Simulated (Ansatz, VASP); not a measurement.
**GaN: VASP beside Ansatz**

Contents of POSCAR:

```
GaN
1.0
    0.0000000000      2.2489525415      2.2489525415
    2.2489525415      0.0000000000      2.2489525415
    2.2489525415      2.2489525415      0.0000000000
Ga N
1 1
Direct
    0.0000000000      0.0000000000      0.0000000000
    0.2500000000      0.2500000000      0.2500000000
```

File INCAR.step1:

```
PREC = Accurate
ENCUT = 520
EDIFF = 1E-5
ISMEAR = 0
SIGMA = 0.01
LREAL = False
LASPH = True
NELM = 60
ALGO = Normal
ISIF = 2
LWAVE = True
LCHARG = False
NBANDS = 16
GGA = PE
```

Contents of INCAR.step2:

```
PREC = Accurate
ENCUT = 520
EDIFF = 1E-6
ISMEAR = 0
SIGMA = 0.01
LREAL = False
LASPH = True
NELM = 60
ALGO = Normal
ISIF = 2
LWAVE = False
LCHARG = False
GGA = PE
LHFCALC = True
AEXX = 0.75
HFSCREEN = 0.5
PRECFOCK = Normal
NBANDS = 16
ISTART = 1
```

Contents of KPOINTS:

```
regular mesh
0
Gamma
  4 4 4
```

Input for Ansatz:

```yaml
crystal:
  lattice:
    - [0.0, 2.2489525415, 2.2489525415]
    - [2.2489525415, 0.0, 2.2489525415]
    - [2.2489525415, 2.2489525415, 0.0]
  atoms:
    - { symbol: Ga, position: [0.0, 0.0, 0.0] }
    - { symbol: "N", position: [0.25, 0.25, 0.25] }
kpoints:
  mp_grid: { grid: [4, 4, 4] }
hamiltonian:
  xc: { exchange: pbe, correlation: pbe, exx: { coeff: 0.75, omega: 0.5 } }
scf:
  occupations: { method: fixed }
  n_extra_bands: 4
output:
  forces: true
  stress: true
  eigenvalues: true
```

Alike in both runs: task single point; functional PBE-based screened hybrid; k mesh 4 × 4 × 4; no spin polarisation.

|  | VASP | Ansatz |
| --- | --- | --- |
| version | VASP 6.6.1 | Ansatz 0.2.0 |
| potentials or method | VASP PAW PBE potentials, release 64 (Ga_d, N) | plane waves |
| plane-wave cutoff (eV) | 520 | 420 |
| occupations | gaussian, width 0.01 eV | fixed |
| valence electrons in the cell | 18 | 18 |

|  | VASP | Ansatz | Ansatz less VASP |
| --- | --- | --- | --- |
| gap on the k mesh at the Fermi level (eV) | 4.03 | 4.00 | -0.032 |
| pressure (GPa) | -6.9 | -6.8 | +0.04 |

VASP's potentials were made for PBE, not for PBE-based screened hybrid. Ansatz's warnings: stress exchange threshold loose, stress scf threshold loose.

The k mesh is coarse, so the values compare programs but aren't converged.
